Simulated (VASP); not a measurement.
# Ti (Fm-3m) in VASP: a series of runs

Runs on Ti. Level: PBE. Tasks: single point.

Everything below comes from runs of VASP 6.6.1. Logs are shortened: lines on timing, memory, paths and dates and some standing lists are left out, and cuts for length are marked.

## (1) The cell of the first run

It takes space group Fm-3m (No. 225, cubic). The conventional cell has a = 4.112 Å, b = 4.112 Å, c = 4.112 Å, α = 90.00°, β = 90.00°, γ = 90.00°. Within 3.8 Å of Ti (site symmetry m-3m) lie 12 Ti at 2.91 Å.

## (2) Single point, PBE, non-collinear spin, zero start, spin-orbit coupling

Contents of INCAR:

```
ALGO = Normal ; EDIFF = 1E-6
ENCUT = 520 ; GGA = PE
GGA_COMPAT = F ; ISIF = 2
ISMEAR = 0 ; LASPH = T
LCHARG = F ; LMAXMIX = 4
LORBIT = 11 ; LORBMOM = T
LREAL = F ; LSORBIT = T
LWAVE = F ; MAGMOM = 0 0 0
NBANDS = 23 ; NELM = 150
PREC = Accurate ; SIGMA = 0.05
```

Contents of KPOINTS:

```
k-points
0
Gamma
  18 18 18
```

Contents of POSCAR:

```
Ti
1.0
    0.0000000000      2.0562269165      2.0562269165
    2.0562269165      0.0000000000      2.0562269165
    2.0562269165      2.0562269165      0.0000000000
Ti
1
Direct
    0.0000000000      0.0000000000      0.0000000000
```

Potentials or basis: VASP PAW PBE potentials, release 64 (Ti_sv).

On the command line:

```console
cat potpaw_PBE.64/Ti_sv/POTCAR > POTCAR
mpirun -np 1 vasp_ncl > vasp.out
```

OUTCAR:

```text
EDIFF = 1E-6
   ENCUT = 520
   GGA = PE
   ISIF = 2
   ISMEAR = 0
   LASPH = T
   LORBIT = 11
   LREAL = F
   LSORBIT = T
   NELM = 150
   PREC = Accurate

 ion  position               nearest neighbor table
   1  0.000  0.000  0.000-

  LATTYP: Found a face centered cubic cell.
 ALAT       =     4.1124538330

  Lattice vectors:

 A1 = (   0.0000000000,   2.0562269165,   2.0562269165)
 A2 = (   2.0562269165,   0.0000000000,   2.0562269165)
 A3 = (   2.0562269165,   2.0562269165,   0.0000000000)

Analysis of symmetry for initial positions (statically):
=====================================================================
 Subroutine PRICEL returns:
 Original cell was already a primitive cell.

 Routine SETGRP: Setting up the symmetry group for a
 face centered cubic supercell.

 Subroutine GETGRP returns: Found 48 space group operations
 (whereof 48 operations were pure point group operations)
 out of a pool of 48 trial point group operations.

The static configuration has the point symmetry O_h .

Analysis of symmetry for dynamics (positions and initial velocities):
=====================================================================
 Subroutine PRICEL returns:
 Original cell was already a primitive cell.

 Routine SETGRP: Setting up the symmetry group for a
 face centered cubic supercell.

 Subroutine GETGRP returns: Found 48 space group operations
 (whereof 48 operations were pure point group operations)
 out of a pool of 48 trial point group operations.

The dynamic configuration has the point symmetry O_h .

Analysis of structural, dynamic, and magnetic symmetry:
=====================================================================
 Subroutine PRICEL returns:
 Original cell was already a primitive cell.

 Routine SETGRP: Setting up the symmetry group for a
 face centered cubic supercell.

 Subroutine GETGRP returns: Found 48 space group operations
 (whereof 48 operations were pure point group operations)
 out of a pool of 48 trial point group operations.

The overall configuration has the point symmetry O_h .

 Subroutine INISYM returns: Found 48 space group operations
 (whereof 48 operations are pure point group operations),
 and found     1 'primitive' translations

[... 143 lines left out ...]

  energy without entropy =       -7.78193397  energy(sigma->0) =       -7.78309512

 E-fermi :   8.2083     XC(G=0): -11.4938

 val. band max:        8.2034357294   @ k =  -0.3889   0.3889   0.1667
 cond. band min:       8.2174787451   @ k =   0.2778   0.0000   0.0000
 fundamental gap:      0.0140430158
 Fermi energy:         8.2083133590

 k-point     1 :       0.0000    0.0000    0.0000
  band No.  band energies     occupation
      1     -48.5055      1.00000
      2     -48.5055      1.00000
      3     -24.8096      1.00000
      4     -24.8096      1.00000
      5     -24.1457      1.00000
      6     -24.1457      1.00000
[... 613 lines left out ...]
     22      21.4165      0.00000
     23      24.1319      0.00000

 [... further k-points ...]
[... 5 lines left out ...]
  --------------------------------------------------------------------------------------
  -------------------------------------------------------------------------------------
  Total       -0.0477425     -0.0477425     -0.0477425      0.0000000     -0.0000000     -0.0000000
  in kB       -4.3991881     -4.3991881     -4.3991881      0.0000000     -0.0000000     -0.0000000
  external PRESSURE =      -4.3991881 kB  Pullay stress =       0.0000000 kB

 VOLUME and BASIS-vectors are now :
 -----------------------------------------------------------------------------
  energy-cutoff  :      520.00
  volume of cell :       17.39
      direct lattice vectors                 reciprocal lattice vectors
     0.000000000  2.056226917  2.056226917    -0.243163824  0.243163824  0.243163824
     2.056226917  0.000000000  2.056226917     0.243163824 -0.243163824  0.243163824
     2.056226917  2.056226917  0.000000000     0.243163824  0.243163824 -0.243163824

 POSITION                                       TOTAL-FORCE (eV/Angst)
 -----------------------------------------------------------------------------------
      0.00000      0.00000      0.00000         0.000000      0.000000      0.000000
 -----------------------------------------------------------------------------------
    total drift:                                0.000000      0.000000     -0.000000

  FREE ENERGIE OF THE ION-ELECTRON SYSTEM (eV)
  ---------------------------------------------------
  free  energy   TOTEN  =        -7.7842562685 eV

  energy  without entropy=       -7.7819339721  energy(sigma->0) =       -7.78309512

 orbital moment (x)

 # of ion     p       d       tot
 ----------------------------------------
  1         0.000   0.000   0.000
 ----------------------------------------
            0.000   0.000   0.000

 orbital moment (y)

 # of ion     p       d       tot
 ----------------------------------------
  1        -0.000  -0.000  -0.000
 ----------------------------------------
           -0.000  -0.000  -0.000

 orbital moment (z)

 # of ion     p       d       tot
 ----------------------------------------
  1         0.000  -0.000  -0.000
 ----------------------------------------
            0.000  -0.000  -0.000

 Spin-Orbit-Coupling matrix elements

 Ion:    1  E_soc:     -0.0110709
 l=   1
     0.0000000    -0.0017503    -0.0017503
    -0.0017503     0.0000000    -0.0017503
    -0.0017503    -0.0017503     0.0000000
 l=   2
     0.0000000    -0.0000210     0.0000000    -0.0000210    -0.0000738
    -0.0000210     0.0000000    -0.0000554    -0.0000210    -0.0000185
     0.0000000    -0.0000554     0.0000000    -0.0000554     0.0000000
    -0.0000210    -0.0000210    -0.0000554     0.0000000    -0.0000185
    -0.0000738    -0.0000185     0.0000000    -0.0000185     0.0000000
 l=   3
     0.0000000     0.0000000     0.0000000     0.0000000     0.0000000     0.0000000     0.0000000
     0.0000000     0.0000000     0.0000000     0.0000000     0.0000000     0.0000000     0.0000000
     0.0000000     0.0000000     0.0000000     0.0000000     0.0000000     0.0000000     0.0000000
     0.0000000     0.0000000     0.0000000     0.0000000     0.0000000     0.0000000     0.0000000
     0.0000000     0.0000000     0.0000000     0.0000000     0.0000000     0.0000000     0.0000000
     0.0000000     0.0000000     0.0000000     0.0000000     0.0000000     0.0000000     0.0000000
     0.0000000     0.0000000     0.0000000     0.0000000     0.0000000     0.0000000     0.0000000

 total charge

# of ion       s       p       d       tot
------------------------------------------
    1        2.246   6.119   1.888  10.253

 magnetization (x)

# of ion       s       p       d       tot
------------------------------------------
    1        0.000  -0.000   0.000   0.000

 magnetization (y)

# of ion       s       p       d       tot
------------------------------------------
    1        0.000  -0.000  -0.000  -0.000

 magnetization (z)

# of ion       s       p       d       tot
------------------------------------------
    1        0.000   0.000  -0.000  -0.000
```

OSZICAR:

```text
N       E                     dE             d eps       ncg     rms          rms(c)
DAV:   1     0.134479613721E+03    0.13448E+03   -0.60046E+03  8985   0.128E+03
DAV:   2     0.375587547561E+01   -0.13072E+03   -0.12678E+03  9272   0.385E+02
DAV:   3    -0.839012845089E+01   -0.12146E+02   -0.11950E+02 15954   0.103E+02
DAV:   4    -0.879727737300E+01   -0.40715E+00   -0.40483E+00 10604   0.172E+01
DAV:   5    -0.880779611361E+01   -0.10519E-01   -0.10518E-01 11645   0.234E+00    0.832E+00
DAV:   6    -0.778487612308E+01    0.10229E+01   -0.21912E+00 10042   0.225E+01    0.204E+00
DAV:   7    -0.777462652587E+01    0.10250E-01   -0.20492E-01 13702   0.452E+00    0.140E+00
DAV:   8    -0.778705457792E+01   -0.12428E-01   -0.71341E-02  9784   0.391E+00    0.453E-01
DAV:   9    -0.778411194695E+01    0.29426E-02   -0.12536E-02 10983   0.162E+00    0.779E-02
DAV:  10    -0.778420043488E+01   -0.88488E-04   -0.54369E-04 11003   0.215E-01    0.532E-02
DAV:  11    -0.778425440025E+01   -0.53965E-04   -0.15704E-04 12059   0.103E-01    0.110E-02
DAV:  12    -0.778425626146E+01   -0.18612E-05   -0.15512E-05 10997   0.351E-02    0.115E-02
DAV:  13    -0.778425626850E+01   -0.70313E-08   -0.71106E-06 11040   0.342E-02
   1 F= -.77842563E+01 E0= -.77830951E+01  d E =-.232230E-02  mag=     0.0000    -0.0000     0.0000
```

Wall time 3 min (1 thread of Intel Xeon Platinum 8259CL at 2.50GHz (Skylake/Cascade Lake), shared host); peak memory 0.26 GiB.

What came out:

| Item | Value |
| --- | --- |
| Free energy | -7.7843 eV |
| Pressure | -0.4 GPa |
| Net moment | 0.00 μB per cell |
| Valence electrons inside the program's atomic spheres | Ti 10.25 |

Moments on the atoms (μB; x, y, z):
```
Ti  0.00 0.00 0.00
```

## (3) Single point, PBE

This run uses another cell than the first one, of 17.65 Å³/atom, 1.015 times its volume.

Contents of INCAR:

```
SYSTEM = Ti
PREC = Accurate
ENCUT = 520
EDIFF = 1E-6
ISMEAR = 0
SIGMA = 0.05
LREAL = .FALSE.
LASPH = .TRUE.
NELM = 100
ALGO = Normal
ISIF = 2
LWAVE = .FALSE.
LCHARG = .FALSE.
GGA = PE
NBANDS = 12
```

Contents of KPOINTS:

```
Automatic mesh
0
G
  8 8 8
  0 0 0
```

Contents of POSCAR:

```
Ti
1.0
    0.0000000000      2.0666285835      2.0666285835
    2.0666285835      0.0000000000      2.0666285835
    2.0666285835      2.0666285835      0.0000000000
Ti
1
Direct
    0.0000000000      0.0000000000      0.0000000000
```

Potentials or basis: VASP PAW PBE potentials, release 64 (Ti_sv).

On the command line:

```console
cat potpaw_PBE.64/Ti_sv/POTCAR > POTCAR
mpirun -np 1 vasp_std > vasp.out
```

OUTCAR:

```text
SYSTEM = Ti
   PREC = Accurate
   ENCUT = 520
   EDIFF = 1E-6
   ISMEAR = 0
   LREAL = .FALSE.
   LASPH = .TRUE.
   NELM = 100
   ISIF = 2
   GGA = PE

 ion  position               nearest neighbor table
   1  0.000  0.000  0.000-

  LATTYP: Found a face centered cubic cell.
 ALAT       =     4.1332571670

  Lattice vectors:

 A1 = (   0.0000000000,   2.0666285835,   2.0666285835)
 A2 = (   2.0666285835,   0.0000000000,   2.0666285835)
 A3 = (   2.0666285835,   2.0666285835,   0.0000000000)

Analysis of symmetry for initial positions (statically):
=====================================================================
 Subroutine PRICEL returns:
 Original cell was already a primitive cell.

 Routine SETGRP: Setting up the symmetry group for a
 face centered cubic supercell.

 Subroutine GETGRP returns: Found 48 space group operations
 (whereof 48 operations were pure point group operations)
 out of a pool of 48 trial point group operations.

The static configuration has the point symmetry O_h .

Analysis of symmetry for dynamics (positions and initial velocities):
=====================================================================
 Subroutine PRICEL returns:
[... 161 lines left out ...]
 Fermi energy:         8.1054362886

 k-point     1 :       0.0000    0.0000    0.0000
  band No.  band energies     occupation
      1     -48.7069      2.00000
      2     -24.5839      2.00000
      3     -24.5839      2.00000
      4     -24.5839      2.00000
      5       1.9925      2.00000
      6       8.9010      0.00000
      7       8.9010      0.00000
      8       8.9010      0.00000
      9      10.4949      0.00000
     10      10.4949      0.00000
     11      23.2004      0.00000
     12      27.6044      0.00000
[... 331 lines left out ...]
 k-point    24 :      -0.3750    0.2500    0.1250
  band No.  band energies     occupation
      1     -48.5744      2.00000
      2     -25.1268      2.00000
      3     -24.8303      2.00000
      4     -24.7173      2.00000
      5       6.4891      2.00000
      6       7.2955      2.00000
      7       8.2927      0.00000
      8       9.5988      0.00000
      9      11.3890      0.00000
     10      13.5040      0.00000
     11      15.8777      0.00000
     12      21.4173      0.00000

 [... further k-points ...]
[... 5 lines left out ...]
  --------------------------------------------------------------------------------------
  -------------------------------------------------------------------------------------
  Total       -0.2035900     -0.2035900     -0.2035900      0.0000000      0.0000000     -0.0000000
  in kB      -18.4777735    -18.4777735    -18.4777735      0.0000000      0.0000000     -0.0000000
  external PRESSURE =     -18.4777735 kB  Pullay stress =       0.0000000 kB

 VOLUME and BASIS-vectors are now :
 -----------------------------------------------------------------------------
  energy-cutoff  :      520.00
  volume of cell :       17.65
      direct lattice vectors                 reciprocal lattice vectors
     0.000000000  2.066628584  2.066628584    -0.241939942  0.241939942  0.241939942
     2.066628584  0.000000000  2.066628584     0.241939942 -0.241939942  0.241939942
     2.066628584  2.066628584  0.000000000     0.241939942  0.241939942 -0.241939942

 POSITION                                       TOTAL-FORCE (eV/Angst)
 -----------------------------------------------------------------------------------
      0.00000      0.00000      0.00000         0.000000      0.000000      0.000000
 -----------------------------------------------------------------------------------
    total drift:                               -0.000000      0.000000     -0.000000

  FREE ENERGIE OF THE ION-ELECTRON SYSTEM (eV)
  ---------------------------------------------------
  free  energy   TOTEN  =        -7.7733107494 eV

  energy  without entropy=       -7.7719000091  energy(sigma->0) =       -7.77260538
```

Wall time 6.7 s (1 thread of Intel Xeon Platinum 8259CL at 2.50GHz (Skylake/Cascade Lake), shared host); peak memory 0.13 GiB.

What came out:

```yaml
Free_energy: -7.7733 eV
Pressure: -1.8 GPa
Band_gap_on_the_k_mesh: zero (band 6 reaches 8.90 eV, above the bottom of band 7 at 7.66 eV)
```
